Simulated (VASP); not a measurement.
Write the native input for VASP 6.6.1 that does the following.

```
Task                   : single point
Functional             : PBE
Potentials or basis    : VASP PAW PBE potentials, release 64 (Ge_d)
Cutoff                 : 520 eV
k mesh                 : 44 × 44 × 44
Occupations            : fermi-dirac, width 0.0612256 eV
Spin                   : no spin polarisation
Dipole correction      : no
Further INCAR settings : ALGO = Normal; EDIFF = 1e-07; NBANDS = 13
```

The structure of Ge lies in POSCAR:

```
Ge
1.0
    0.0000000000      2.1403770407      2.1403770407
    2.1403770407      0.0000000000      2.1403770407
    2.1403770407      2.1403770407      0.0000000000
Ge
1
Direct
    0.0000000000      0.0000000000      0.0000000000
```

This isn't the form of Ge at room conditions, which is diamond.

One way to write it, as run:

INCAR

```
SYSTEM = Ge
PREC     = Accurate       ! precision mode
ENCUT    = 520            ! plane-wave cutoff, eV
EDIFF    = 1E-7           ! SCF threshold, eV
ISMEAR   = -1             ! smearing method
SIGMA    = 0.06122561905347299 ! smearing width, eV
LREAL    = .False.        ! projectors in reciprocal space
LASPH    = .True.         ! aspherical terms in the spheres
NELM     = 60             ! most SCF steps
ALGO     = Normal         ! electronic algorithm
ISIF     = 2              ! what is computed and relaxed
LWAVE    = .False.        ! write WAVECAR
LCHARG   = .False.        ! write CHGCAR
GGA      = PE             ! functional
NBANDS   = 13             ! bands
```

KPOINTS

```
Automatic mesh
0
Gamma
  44 44 44
  0 0 0
```

Potentials or basis: VASP PAW PBE potentials, release 64 (Ge_d).

Run with:

```console
$ cat potpaw_PBE.64/Ge_d/POTCAR > POTCAR
$ mpirun -np 1 vasp_std > vasp.out
```

It gave:

```json
{
  "Pressure": "-0.1 GPa",
  "Band gap on the k mesh": "zero (bands 7 and 8 overlap by 10.93 eV)"
}
```

It took 6.5 min on 1 thread of Intel Xeon 8259CL (shared host), peak memory 0.58 GiB.
